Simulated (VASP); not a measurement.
# Fe (P6_3/mmc) in VASP: notebook

Fe is run at these levels: PBE; tasks: relaxation of cell and atoms, single point.

All numbers are computed with VASP 6.6.1; they aren't measurements. Logs are shortened: lines on timing, memory, paths and dates and some standing lists are left out, and cuts for length are marked.

### Step 1. The cell of the first run

It takes space group P6_3/mmc (No. 194, hexagonal). Conventional cell: a = 2.461 Å, b = 2.461 Å, c = 11.670 Å, α = 90.00°, β = 90.00°, γ = 120.00°. Fe (site symmetry -6m2) has 12 Fe at 2.41 to 2.46 Å within 3.2 Å. Within 3.2 Å of Fe (site symmetry 3m) lie 12 Fe at 2.41 to 2.46 Å.

This isn't the form of Fe at room conditions, which is bcc.

### Step 2. Relaxation of cell and atoms, PBE

INCAR

```
  ALGO = Fast
  EDIFF = 1E-6
  EDIFFG = -0.01
  ENCUT = 600
  GGA = PE
  IBRION = 2
  ISIF = 3
  ISMEAR = 0
  LASPH = True
  LCHARG = False
  LREAL = False
  LWAVE = False
  NELM = 80
  NSW = 65
  PREC = Accurate
  SIGMA = 0.1
```

KPOINTS

```
k-points
0
Gamma
  21 21 4
```

POSCAR

```
Fe
1.0
    2.4606269722      0.0000000000      0.0000000000
   -1.2303134861      2.1309654672      0.0000000000
    0.0000000000      0.0000000000     11.6697123933
Fe
6
Direct
    0.0000000000      0.0000000000      0.0000000000
    0.3333333333      0.6666666667      0.1666666667
    0.6666666667      0.3333333333      0.3333333333
    0.0000000000      0.0000000000      0.5000000000
    0.6666666667      0.3333333333      0.6666666667
    0.3333333333      0.6666666667      0.8333333333
```

Potentials or basis: VASP PAW PBE potentials, release 64 (Fe).

The run is started by

```sh
> cat potpaw_PBE.64/Fe/POTCAR > POTCAR
> mpirun -np 1 vasp_std > vasp.out
```

OUTCAR:

```text
EDIFF = 1E-6
   EDIFFG = -0.01
   ENCUT = 600
   GGA = PE
   IBRION = 2
   ISIF = 3
   ISMEAR = 0
   LASPH = True
   LREAL = False
   NELM = 80
   NSW = 65
   PREC = Accurate

 ion  position               nearest neighbor table
   1  0.000  0.000  0.000-   2 2.41   6 2.41   2 2.41   6 2.41   2 2.41   6 2.41
   2  0.333  0.667  0.167-   3 2.41   3 2.41   3 2.41   1 2.41   1 2.41   1 2.41
   3  0.667  0.333  0.333-   2 2.41   2 2.41   2 2.41   4 2.41   4 2.41   4 2.41
   4  0.000  0.000  0.500-   3 2.41   5 2.41   3 2.41   5 2.41   3 2.41   5 2.41
   5  0.667  0.333  0.667-   6 2.41   6 2.41   6 2.41   4 2.41   4 2.41   4 2.41
   6  0.333  0.667  0.833-   5 2.41   5 2.41   5 2.41   1 2.41   1 2.41   1 2.41

  LATTYP: Found a hexagonal cell.
 ALAT       =     2.4606269722
 C/A-ratio  =     4.7425768006

  Lattice vectors:

 A1 = (   2.4606269722,   0.0000000000,   0.0000000000)
 A2 = (  -1.2303134861,   2.1309654672,   0.0000000000)
 A3 = (   0.0000000000,   0.0000000000,  11.6697123933)

Analysis of symmetry for initial positions (statically):
=====================================================================
 Subroutine PRICEL returns:
 Original cell was already a primitive cell.

 Routine SETGRP: Setting up the symmetry group for a
 hexagonal supercell.

 Subroutine GETGRP returns: Found 24 space group operations
 (whereof 12 operations were pure point group operations)
 out of a pool of 24 trial point group operations.

The static configuration has the point symmetry D_3h.
 The point group associated with its full space group is D_6h.

Analysis of symmetry for dynamics (positions and initial velocities):
=====================================================================
 Subroutine PRICEL returns:
 Original cell was already a primitive cell.

 Routine SETGRP: Setting up the symmetry group for a
 hexagonal supercell.

 Subroutine GETGRP returns: Found 24 space group operations
 (whereof 12 operations were pure point group operations)
 out of a pool of 24 trial point group operations.

The dynamic configuration has the point symmetry D_3h.
 The point group associated with its full space group is D_6h.

 Subroutine INISYM returns: Found 24 space group operations
 (whereof 12 operations are pure point group operations),
 and found     1 'primitive' translations

----------------------------------------------------------------------------------------

                                     Primitive cell

  volume of cell :      61.1903

  direct lattice vectors                    reciprocal lattice vectors
     2.460626972  0.000000000  0.000000000     0.406400487  0.234635431  0.000000000
    -1.230313486  2.130965467  0.000000000     0.000000000  0.469270861  0.000000000
     0.000000000  0.000000000 11.669712393     0.000000000  0.000000000  0.085691915

  length of vectors
     2.460626972  2.460626972 11.669712393     0.469270861  0.469270861  0.085691915

  position of ions in fractional coordinates (direct lattice)
     0.000000000  0.000000000  0.000000000
     0.333333333  0.666666667  0.166666667
     0.666666667  0.333333333  0.333333333
     0.000000000  0.000000000  0.500000000
     0.666666667  0.333333333  0.666666667
     0.333333333  0.666666667  0.833333333

  ion indices of the primitive-cell ions
   primitive index   ion index
                 1           1
                 2           2
                 3           3
                 4           4
                 5           5
                 6           6

----------------------------------------------------------------------------------------

 KPOINTS: k-points

Automatic generation of k-mesh.
 Grid dimensions read from file:
 generate k-points for:   21   21    4

 Generating k-lattice:

  Cartesian coordinates                     Fractional coordinates (reciprocal lattice)
     0.019352404  0.011173116  0.000000000     0.047619048  0.000000000  0.000000000
     0.000000000  0.022346231  0.000000000     0.000000000  0.047619048  0.000000000
     0.000000000  0.000000000  0.021422979     0.000000000  0.000000000  0.250000000

  Length of vectors
     0.022346231  0.022346231  0.021422979

  Shift w.r.t. Gamma in fractional coordinates (k-lattice)
     0.000000000  0.000000000  0.000000000

 Subroutine IBZKPT returns following result:
 ===========================================

 Found    144 irreducible k-points:

 Following reciprocal coordinates:
            Coordinates               Weight
  0.000000  0.000000  0.000000      1.000000
  0.047619 -0.000000  0.000000      6.000000
  0.095238  0.000000  0.000000      6.000000
  0.142857  0.000000  0.000000      6.000000
  0.190476  0.000000  0.000000      6.000000
  0.238095 -0.000000  0.000000      6.000000
[... 16 lines left out ...]
  0.142857  0.095238  0.000000     12.000000
  0.190476  0.095238  0.000000     12.000000
 [... further k-points ...]
   k-points           NKPTS =    144   k-points in BZ     NKDIM =    144   number of bands    NBANDS=     28
   number of dos      NEDOS =    301   number of ions     NIONS =      6
   total plane-waves  NPLWV =  38400
   dimension x,y,z NGX =    20 NGY =   20 NGZ =   96
   dimension x,y,z NGXF=    40 NGYF=   40 NGZF=  192
   ions per type =               6
   NGX,Y,Z   is equivalent  to a cutoff of  13.51, 13.51, 13.68 a.u.
   NGXF,Y,Z  is equivalent  to a cutoff of  27.02, 27.02, 27.35 a.u.
 SYSTEM =  unknown system
   PREC   = accura    normal or accurate (medium, high low for compatibility)
   ISTART =      0    job   : 0-new  1-cont  2-samecut
   ICHARG =      2    charge: 1-file 2-atom 10-const
   ISPIN  =      1    spin polarized calculation?
   LNONCOLLINEAR =      F non collinear calculations
   LSORBIT =      F    spin-orbit coupling
   LASPH  =      T    aspherical Exc in radial PAW
   ENCUT  =  600.0 eV  44.10 Ry    6.64 a.u.   4.91  4.91 23.31*2*pi/ulx,y,z
   NELM   =     80;   NELMIN=  2; NELMDL= -5     # of ELM steps
   EDIFF  = 0.1E-05   stopping-criterion for ELM
   LREAL  =      F    real-space projection
   EDIFFG = -.1E-01   stopping-criterion for IOM
   NSW    =     65    number of steps for IOM
   IBRION =      2    ionic relax: 0-MD 1-quasi-New 2-CG
   NFREE  =      1    steps in history (QN), initial steepest desc. (CG)
   ISIF   =      3    stress and relaxation
   ISYM   =      2    0-nonsym 1-usesym 2-fastsym
   POTIM  = 0.5000    time-step for ionic-motion
   TEBEG  =    0.0;   TEEND  =   0.0 temperature during run
   PSTRESS=    0.0 pullay stress
   NELECT =      48.0000    total number of electrons
   NUPDOWN=      -1.0000    fix difference up-down
   EMIN   =  10.00;   EMAX   =-10.00  energy-range for DOS
   EFERMI =   0.00;   METHOD = LEGACY
   ISMEAR =     0;   SIGMA  =   0.10  broadening in eV -4-tet -1-fermi 0-gaus
   EFERMI_NEDOS =   21; number of points for ismear=-14 and -15
   IALGO  =     68    algorithm
   IMIX   =      4    mixing-type and parameters
     AMIX     =   0.40;   BMIX     =  1.00
     AMIX_MAG =   1.60;   BMIX_MAG =  1.00
  volume/ion in A,a.u.               =      10.20        68.82
  Fermi-wavevector in a.u.,A,eV,Ry     =   1.509829  2.853163 31.015623  2.279584
  Thomas-Fermi vector in A             =   2.620100
   LORBIT       =      0    0 simple, 1 ext, 2 COOP (PROOUT), +10 PAW based schemes
   GGA     = PE    functional components
   LHFCALC =     F    Hartree Fock is set to
   AEXX    =    0.0000 exact exchange contribution
   IVDW    =     0    specifies the selected vdW correction
   LEPSILON=     F    determine dielectric tensor
   LRPA    =     F    only Hartree local field effects (RPA)
 conjugate gradient relaxation of ions
 non-spin polarized calculation
 RMM-DIIS sequential band-by-band and
 Gauss-broadening in eV      SIGMA  =   0.10
  energy-cutoff  :      600.00
  volume of cell :       61.19
 maximum number of plane-waves:      2085
 NGX is ok and might be reduce to    20

--------------------------------------- Ionic step        1  -------------------------------------------

 number of electron      47.9999987 magnetization

 Free energy of the ion-electron system (eV)
  ---------------------------------------------------
  ext. energy  EPLUGINS =         0.00000000
  ---------------------------------------------------
  free energy    TOTEN  =       -48.54455886 eV

  energy without entropy =      -48.50181462  energy(sigma->0) =      -48.52318674

------------------------ aborting loop because EDIFF is reached ----------------------------------------

  FORCE on cell =-STRESS in cart. coord.  units (eV):
  Direction    XX          YY          ZZ          XY          YZ          ZX
  --------------------------------------------------------------------------------------
  -------------------------------------------------------------------------------------
  Total       -0.9497190     -0.9497190      2.8177728      0.0000000      0.0000000      0.0000000
  in kB      -24.8669993    -24.8669993     73.7792454      0.0000000      0.0000000      0.0000000
  external PRESSURE =       8.0150823 kB  Pullay stress =       0.0000000 kB
[... 101 lines left out ...]
  FREE ENERGIE OF THE ION-ELECTRON SYSTEM (eV)
  ---------------------------------------------------
  free  energy   TOTEN  =       -48.6082580758 eV

  energy  without entropy=      -48.5671888066  energy(sigma->0) =      -48.58772344

[... ionic steps 4 to 9 ...]

--------------------------------------- Ionic step       10  -------------------------------------------

 number of electron      48.0000006 magnetization

------------------------ aborting loop because EDIFF is reached ----------------------------------------

  FORCE on cell =-STRESS in cart. coord.  units (eV):
  Direction    XX          YY          ZZ          XY          YZ          ZX
  --------------------------------------------------------------------------------------
  -------------------------------------------------------------------------------------
  Total       -0.0309542     -0.0309542      0.0760809      0.0000000      0.0000000      0.0000000
  in kB       -0.8082772     -0.8082772      1.9866267      0.0000000      0.0000000      0.0000000
  external PRESSURE =       0.1233574 kB  Pullay stress =       0.0000000 kB
[... 65 lines left out ...]
  energy  without entropy=      -48.5777944686  energy(sigma->0) =      -48.59751732

--------------------------------------- Ionic step       12  -------------------------------------------

 number of electron      48.0000006 magnetization

 Free energy of the ion-electron system (eV)
  ---------------------------------------------------
  ext. energy  EPLUGINS =         0.00000000
  ---------------------------------------------------
  free energy    TOTEN  =       -48.61728467 eV

  energy without entropy =      -48.57788886  energy(sigma->0) =      -48.59758676

 E-fermi :   6.8672     XC(G=0): -13.7679

 val. band max:        6.8670265403   @ k =   0.2857   0.0000   0.5000
 cond. band min:       6.8689564054   @ k =   0.2857   0.1429   0.2500
 fundamental gap:      0.0019298651
 Fermi energy:         6.8671994803

 k-point     1 :       0.0000    0.0000    0.0000
  band No.  band energies     occupation
      1      -2.0298      2.00000
      2      -0.9587      2.00000
      3      -0.7909      2.00000
      4       1.4140      2.00000
      5       1.4575      2.00000
      6       1.9516      2.00000
[... 733 lines left out ...]
     27       6.7656      1.84909
     28       6.9657      0.16374

 [... further k-points ...]

------------------------ aborting loop because EDIFF is reached ----------------------------------------

  FORCE on cell =-STRESS in cart. coord.  units (eV):
  Direction    XX          YY          ZZ          XY          YZ          ZX
  --------------------------------------------------------------------------------------
  -------------------------------------------------------------------------------------
  Total       -0.0221417     -0.0221417     -0.0075176      0.0000000     -0.0000000      0.0000000
  in kB       -0.5780325     -0.5780325     -0.1962546      0.0000000     -0.0000000      0.0000000
  external PRESSURE =      -0.4507732 kB  Pullay stress =       0.0000000 kB
[... 21 lines left out ...]
  FREE ENERGIE OF THE ION-ELECTRON SYSTEM (eV)
  ---------------------------------------------------
  free  energy   TOTEN  =       -48.6172846650 eV

  energy  without entropy=      -48.5778888620  energy(sigma->0) =      -48.59758676

 reached required accuracy - stopping structural energy minimisation
```

Wall time 45 min (1 thread of AMD EPYC 9R45 (Zen 5), shared host); peak memory 0.34 GiB.

Results:

```
Free energy                           : -48.6173 eV
Relaxed volume                        : 10.23 Å³/atom
Relaxed cell                          : a = 2.447 Å, b = 2.447 Å, c = 11.840 Å, α = 90.00°, β = 90.00°, γ = 120.00°
Space group after relaxing (to 0.1 Å) : P6_3/mmc (No. 194)
Energy gained by relaxing             : 12.1 meV/atom
Ionic steps                           : 12
Pressure after relaxing               : 0.0 GPa
```

Step by step:
```tsv
step	energy change (eV)	largest force (eV/Å)	pressure (GPa)	volume (Å³)
1	0.0000	0.6044	0.80	61.19
2	-0.0600	0.1196	-1.37	61.62
3	-0.0637	0.1872	-1.14	61.56
4	-0.0691	0.0150	1.79	60.98
5	-0.0697	0.0590	1.02	61.12
6	-0.0708	0.0234	-0.51	61.46
7	-0.0717	0.0096	0.06	61.34
8	-0.0727	0.0151	0.02	61.35
9	-0.0726	0.0022	-0.20	61.41
10	-0.0727	0.0131	0.01	61.36
11	-0.0727	0.0114	-0.02	61.36
12	-0.0727	0.0001	-0.05	61.37
```

Final structure:
```
CELL_PARAMETERS angstrom
2.44654 0.00000 0.00000
-1.22327 2.11876 0.00000
0.00000 0.00000 11.83951
ATOMIC_POSITIONS crystal
Fe 0.00000 0.00000 0.00000
Fe 0.33333 0.66667 0.16333
Fe 0.66667 0.33333 0.33667
Fe 0.00000 0.00000 0.50000
Fe 0.66667 0.33333 0.66333
Fe 0.33333 0.66667 0.83667
```

Caveat: the highest band is partly filled, so the run has too few bands; the run has no spin polarisation, though such a crystal can be magnetic. Spin polarisation is off, so any magnetic state and its effect on volume and gap are missing.

### Step 3. Single point, PBE

This run uses another cell than the first one: it holds 2 atoms, not 6.

INCAR

```
SYSTEM = Fe
ALGO = Fast ; EDIFF = 1E-6
ENCUT = 520 ; GGA = PE
ISIF = 2 ; ISMEAR = 0
LASPH = .TRUE. ; LCHARG = .FALSE.
LREAL = .FALSE. ; LWAVE = .FALSE.
NBANDS = 15 ; NELM = 80
PREC = Accurate ; SIGMA = 0.1
```

KPOINTS

```
k-points
0
G
  21 21 12
  0 0 0
```

POSCAR

```
Fe
1.0
    2.4606269722     -0.0000002952      0.0000000000
   -1.2303132305      2.1309656147      0.0000000000
    0.0000000000      0.0000000000      3.8899041311
Fe
2
Direct
    0.0000000000      0.0000000000      0.0000000000
    0.3333333333      0.6666666667      0.5000000000
```

Potentials or basis: VASP PAW PBE potentials, release 64 (Fe).

The run is started by

```sh
> cat potpaw_PBE.64/Fe/POTCAR > POTCAR
> mpirun -np 1 vasp_std > vasp.out
```

Run time: 68 s. Hardware: 1 thread of Intel Xeon Platinum 8488C (Sapphire Rapids), shared host; peak memory 0.2 GiB.

It converged, with:

```
Free energy            : -16.3130 eV
Pressure               : -0.5 GPa
Band gap on the k mesh : zero (bands 8 and 9 overlap by 1.87 eV)
```

Stress tensor (GPa, compression positive):
```
-0.42  0.00  0.00
 0.00 -0.42  0.00
 0.00  0.00 -0.59
```

Levels at points of the mesh, in eV from the Fermi level:
```tsv
k point	band 6	band 7	band 8	band 9	band 10	band 11
(0.00, 0.00, 0.00)	-1.18	-1.18	-0.84	-0.84	0.55	0.71
(0.00, 0.00, 0.50)	-1.76	-1.76	-1.76	0.32	0.32	0.32
```

Caveat: the run has no spin polarisation, though such a crystal can be magnetic.
